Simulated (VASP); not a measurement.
# CrPAu3 (Pm-3m) in VASP: notebook, part 2 of 2

VASP 6.6.1. Earlier steps stand in the parts before.

## Step 4: Relaxation of cell and atoms, PBE, collinear spin, ferromagnetic start

File INCAR:

```
PREC = Accurate ; ENCUT = 600
EDIFF = 1E-7 ; ISMEAR = 0
SIGMA = 0.1 ; LREAL = False
LASPH = True ; NELM = 150
ALGO = Normal ; ISIF = 3
LWAVE = False ; LCHARG = False
ISPIN = 2 ; MAGMOM = 4.34 0 0 0 0
LORBIT = 11 ; LMAXMIX = 4
GGA = PE ; IBRION = 2
NSW = 90 ; EDIFFG = -0.04
```

File KPOINTS:

```
regular mesh
0
Gamma
  4 4 4
```

File POSCAR:

```
CrPAu3
1.0
    4.3055679367      0.0000000000      0.0000000000
    0.0000000000      4.3055679367      0.0000000000
    0.0000000000      0.0000000000      4.3055679367
Cr P Au
1 1 3
Direct
    0.0000000000      0.0000000000      0.0000000000
    0.5000000000      0.5000000000      0.5000000000
    0.0000000000      0.5000000000      0.5000000000
    0.5000000000      0.0000000000      0.5000000000
    0.5000000000      0.5000000000      0.0000000000
```

Potentials or basis: VASP PAW PBE potentials, release 64 (Cr_pv, P, Au).

The run is started by

```console
cat potpaw_PBE.64/Cr_pv/POTCAR potpaw_PBE.64/P/POTCAR potpaw_PBE.64/Au/POTCAR > POTCAR
mpirun -np 1 vasp_std > vasp.out
```

OUTCAR:

```text
PREC = Accurate
   ENCUT = 600
   EDIFF = 1E-7
   ISMEAR = 0
   LREAL = False
   LASPH = True
   NELM = 150
   ISIF = 3
   ISPIN = 2
   LORBIT = 11
   GGA = PE
   IBRION = 2
   NSW = 90
   EDIFFG = -0.04

 ion  position               nearest neighbor table
   1  0.000  0.000  0.000-   3 3.04   4 3.04   5 3.04   3 3.04   4 3.04   3 3.04   5 3.04   3 3.04
                             4 3.04   5 3.04   4 3.04   5 3.04
   2  0.500  0.500  0.500-   3 2.15   4 2.15   5 2.15   5 2.15   4 2.15   3 2.15
   3  0.000  0.500  0.500-   2 2.15   2 2.15   4 3.04   5 3.04   1 3.04   5 3.04   1 3.04   4 3.04
                             1 3.04   1 3.04   4 3.04   5 3.04   5 3.04   4 3.04
   4  0.500  0.000  0.500-   2 2.15   2 2.15   3 3.04   5 3.04   1 3.04   5 3.04   1 3.04   3 3.04
                             5 3.04   5 3.04   1 3.04   3 3.04   1 3.04   3 3.04
   5  0.500  0.500  0.000-   2 2.15   2 2.15   3 3.04   4 3.04   1 3.04   3 3.04   4 3.04   1 3.04
                             4 3.04   4 3.04   1 3.04   3 3.04   3 3.04   1 3.04

  LATTYP: Found a simple cubic cell.
 ALAT       =     4.3055679367

  Lattice vectors:

 A1 = (   4.3055679367,   0.0000000000,   0.0000000000)
 A2 = (   0.0000000000,   4.3055679367,   0.0000000000)
 A3 = (   0.0000000000,   0.0000000000,   4.3055679367)

Analysis of symmetry for initial positions (statically):
=====================================================================
 Subroutine PRICEL returns:
 Original cell was already a primitive cell.
[... 168 lines left out ...]

 number of electron      49.9999993 magnetization       4.1367502

 Free energy of the ion-electron system (eV)
  ---------------------------------------------------
  ext. energy  EPLUGINS =         0.00000000
  ---------------------------------------------------
  free energy    TOTEN  =       -19.55003100 eV

  energy without entropy =      -19.53645492  energy(sigma->0) =      -19.54324296

 E-fermi :  10.4968     XC(G=0): -12.1784

 val. band max:       10.4489091853   @ k =   0.5000   0.2500   0.0000
 cond. band min:      10.5543431421   @ k =   0.5000   0.5000   0.2500
 fundamental gap:      0.1054339568
 Fermi energy:        10.4968391221
[... 1578 lines left out ...]
 number of electron      49.9999984 magnetization       0.0000031

 number of electron      49.9999984 magnetization      -0.0000146

 Free energy of the ion-electron system (eV)
  ---------------------------------------------------
  ext. energy  EPLUGINS =         0.00000000
  ---------------------------------------------------
  free energy    TOTEN  =       -19.75264209 eV

  energy without entropy =      -19.69760160  energy(sigma->0) =      -19.72512184

 E-fermi :   7.0223     XC(G=0): -11.0666

 val. band max:        6.9336720872   @ k =   0.5000   0.0000   0.0000
 cond. band min:       7.0265035520   @ k =   0.5000   0.2500   0.0000
 fundamental gap:      0.0928314649
 Fermi energy:         7.0222808727
[... 735 lines left out ...]
  FREE ENERGIE OF THE ION-ELECTRON SYSTEM (eV)
  ---------------------------------------------------
  free  energy   TOTEN  =       -19.7526420887 eV

  energy  without entropy=      -19.6976015960  energy(sigma->0) =      -19.72512184

 reached required accuracy - stopping structural energy minimisation

 total charge

# of ion       s       p       d       tot
------------------------------------------
    1        0.150   6.058   4.083  10.292
    2        1.013   1.505   0.000   2.518
    3        0.630   0.378   8.724   9.732
    4        0.630   0.378   8.724   9.732
    5        0.630   0.378   8.724   9.732
--------------------------------------------------
tot          3.053   8.698  30.255  42.006

 magnetization (x)

# of ion       s       p       d       tot
------------------------------------------
    1       -0.000   0.000  -0.000  -0.000
    2        0.000   0.000   0.000   0.000
    3        0.000   0.000   0.000   0.000
    4        0.000   0.000   0.000   0.000
    5        0.000   0.000   0.000   0.000
--------------------------------------------------
tot          0.000   0.000  -0.000  -0.000
```

OSZICAR:

```text
N       E                     dE             d eps       ncg     rms          rms(c)
DAV:   1     0.461147451133E+03    0.46115E+03   -0.27638E+04  1280   0.174E+03
DAV:   2    -0.765089255126E+00   -0.46191E+03   -0.43889E+03  1400   0.421E+02
DAV:   3    -0.212976371474E+02   -0.20533E+02   -0.20102E+02  1536   0.934E+01
DAV:   4    -0.216487654632E+02   -0.35113E+00   -0.35053E+00  1472   0.122E+01
[... 114 lines left out ...]
DAV:  12    -0.197526309320E+02    0.19437E-04   -0.17140E-05  1304   0.259E-02    0.670E-03
DAV:  13    -0.197526394513E+02   -0.85193E-05   -0.17649E-06  1272   0.129E-02    0.284E-03
DAV:  14    -0.197526420608E+02   -0.26095E-05   -0.22471E-06  1280   0.160E-02    0.125E-03
DAV:  15    -0.197526420887E+02   -0.27908E-07   -0.27385E-08   640   0.157E-03
   5 F= -.19752642E+02 E0= -.19725122E+02  d E =-.202611E+00  mag=    -0.0000
```

Wall time 14 min (1 thread of AMD EPYC 7R13, shared host); peak memory 0.26 GiB.

Results:

* Free energy: -19.7526 eV
* Relaxed volume: 19.86 Å³/atom
* Relaxed cell: a = 4.630 Å, b = 4.630 Å, c = 4.630 Å, α = 90.00°, β = 90.00°, γ = 90.00°
* Space group after relaxing (to 0.1 Å): Pm-3m (No. 221)
* Energy gained by relaxing: 40.5 meV/atom
* Ionic steps: 5
* Pressure after relaxing: 0.2 GPa
* Band gap on the k mesh: zero (filled and empty bands overlap)
* Net moment: 0.00 μB per cell
* Valence electrons inside the program's atomic spheres: Cr 10.29; P 2.52; Au 9.73

The path:
```tsv
step	energy change (eV)	largest force (eV/Å)	pressure (GPa)	volume (Å³)
1	0.0000	0.0000	46.50	79.82
2	-0.8775	0.0000	-10.47	146.19
3	-0.0526	0.0000	-5.99	106.91
4	-0.1739	0.0000	-2.86	102.59
5	-0.2026	0.0000	0.20	99.28
```

Final structure:
```yaml
crystal:
  lattice:
    - [4.63038, 0.00000, 0.00000]
    - [0.00000, 4.63038, 0.00000]
    - [0.00000, 0.00000, 4.63038]
  atoms:
    - { symbol: Cr, position: [0.00000, 0.00000, 0.00000] }
    - { symbol: P, position: [0.50000, 0.50000, 0.50000] }
    - { symbol: Au, position: [0.00000, 0.50000, 0.50000] }
    - { symbol: Au, position: [0.50000, 0.00000, 0.50000] }
    - { symbol: Au, position: [0.50000, 0.50000, 0.00000] }
```

Caveat: the k points lie up to 0.34 Å⁻¹ apart in the final cell; the volume moved by over 15 % at a fixed basis, so the end points are rough; the moments typed at the start vanished in this run; spin-orbit coupling is left out, which moves the levels of the heavy elements.

## Step 5: Single point, PBE, collinear spin, ferromagnetic start

This run uses another cell than the first one, of 20.94 Å³/atom.

File INCAR:

```
  ALGO = Normal
  EDIFF = 1E-6
  ENCUT = 520
  GGA = PE
  ISIF = 2
  ISMEAR = 0
  ISPIN = 2
  LASPH = T
  LCHARG = T
  LELF = T
  LMAXMIX = 4
  LORBIT = 11
  LREAL = F
  LVHAR = T
  LWAVE = F
  MAGMOM = 4.79 0 0 0 0
  NBANDS = 37
  NELM = 150
  PREC = Accurate
  SIGMA = 0.1
```

File KPOINTS:

```
k-points
0
Gamma
  8 8 8
```

Edit POSCAR of step 4 so:

```diff
@@ -2,5 +2,5 @@
 1.0
-    4.3055679367      0.0000000000      0.0000000000
-    0.0000000000      4.3055679367      0.0000000000
-    0.0000000000      0.0000000000      4.3055679367
+    4.7130334423      0.0000000000      0.0000000000
+    0.0000000000      4.7130334423      0.0000000000
+    0.0000000000      0.0000000000      4.7130334423
 Cr P Au
```

The run is started by

```console
cat potpaw_PBE.64/Cr_pv/POTCAR potpaw_PBE.64/P/POTCAR potpaw_PBE.64/Au/POTCAR > POTCAR
mpirun -np 1 vasp_std > vasp.out
```

Wall time 6 min (1 thread of AMD EPYC 7R13, shared host); peak memory 0.35 GiB.

It converged, with:

```
Free energy                                           : -22.3276 eV
Pressure                                              : -0.1 GPa
Net moment                                            : 4.58 μB per cell
Site moments                                          : Cr +4.10; P +0.03; Au -0.02 μB
Valence electrons inside the program's atomic spheres : Cr 10.37; P 2.47; Au 9.70
```

Levels at points of the mesh, in eV from the Fermi level:
Spin up:
| k point | band 25 | band 26 | band 27 | band 28 | band 29 | band 30 |
| --- | --- | --- | --- | --- | --- | --- |
| (0.00, 0.00, 0.00) | -0.71 | -0.71 | -0.71 | 0.69 | 0.69 | 0.70 |
| (0.50, 0.00, 0.00) | -1.01 | -0.95 | -0.73 | -0.11 | -0.05 | 1.35 |
| (0.50, 0.50, 0.00) | -1.13 | -0.95 | -0.92 | -0.44 | 0.50 | 3.67 |
| (0.50, 0.50, 0.50) | -1.23 | -0.79 | -0.79 | -0.24 | -0.24 | -0.24 |
Spin down:
```csv
k point,band 19,band 20,band 21,band 22,band 23,band 24,band 25,band 26,band 27,band 28
"(0.00, 0.00, 0.00)",-3.65,-3.65,-3.65,-3.42,-0.27,-0.27,1.12,2.87,2.87,2.87
"(0.50, 0.00, 0.00)",-3.94,-3.65,-2.07,-2.07,-0.09,0.00,1.90,2.15,2.20,2.20
"(0.50, 0.50, 0.00)",-3.94,-2.86,-2.86,-1.45,-0.95,-0.90,1.98,1.98,2.74,2.85
"(0.50, 0.50, 0.50)",-3.61,-2.03,-2.03,-2.03,-0.91,-0.91,-0.91,2.91,2.91,3.08
```

Caveat: spin-orbit coupling is left out, which moves the levels of the heavy elements; a cell with one magnetic atom can't hold antiferromagnetic order, which such compounds often take.

## Step 6: Overview

| cell | k mesh | gap on the mesh (eV) | pressure (GPa) | moment (μB) |
| --- | --- | --- | --- | --- |
| a = 4.306 Å, 5 atoms | 4 × 4 × 4 | none | 46.4 | 4.14 |
| a = 4.725 Å, 5 atoms | 4 × 4 × 4 | none | 0.0 | 4.46 |
| a = 4.713 Å, 5 atoms | 8 × 8 × 8 | none | -0.1 | 4.58 |

Alike in all rows: task single point; level PBE; potentials or basis VASP PAW PBE potentials, release 64 (Cr_pv, P, Au); spin collinear, ferromagnetic start; cutoff (eV) 520; smearing gaussian 0.1 eV.

Caveats: some runs use coarse meshes; spin-orbit coupling is left out, which moves the levels of the heavy elements; a cell with one magnetic atom can't hold antiferromagnetic order, which such compounds often take.

Total energies depend on the potentials used, so only differences within one code and one set of settings carry meaning.

The gap in the log of VASP goes by the Fermi energy; the results here count the filled bands.